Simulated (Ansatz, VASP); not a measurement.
## AgO: VASP beside Ansatz

```
Ag O
1.0
     0.00000    2.40241    2.40241
     2.40241    0.00000    2.40241
     2.40241    2.40241    0.00000
Ag O
1 1
Direct
  0.00000 0.00000 0.00000
  0.75000 0.75000 0.75000
```

Alike in both runs: task single point; functional PBEsol; k mesh 16 × 16 × 16; occupations gaussian, width 0.1 eV; no spin polarisation.

|  | VASP | Ansatz |
| --- | --- | --- |
| version | VASP 6.6.1 | Ansatz 0.2.0 |
| potentials or method | VASP PAW PBE potentials, release 64 (Ag, O), cutoff 520 eV | scalar-relativistic, plane waves, PAW |
| valence electrons in the cell | 17 | 25 |

Ansatz gave:

```
gap on the k mesh at the Fermi level (eV) : none
pressure (GPa)                            : 12.1
```

Estimate VASP's values.

gap on the k mesh at the Fermi level (eV): none; pressure (GPa): 11.8.

VASP's potentials were made for PBE, not for PBEsol. A gap of «none» marks a metal or a gap that the smearing closes. The functional is the same, so the differences come from potentials, cutoffs and numerics. VASP's potentials hold 17 valence electrons a cell and Ansatz's 25, so a difference there can come from the potentials and not from the codes.
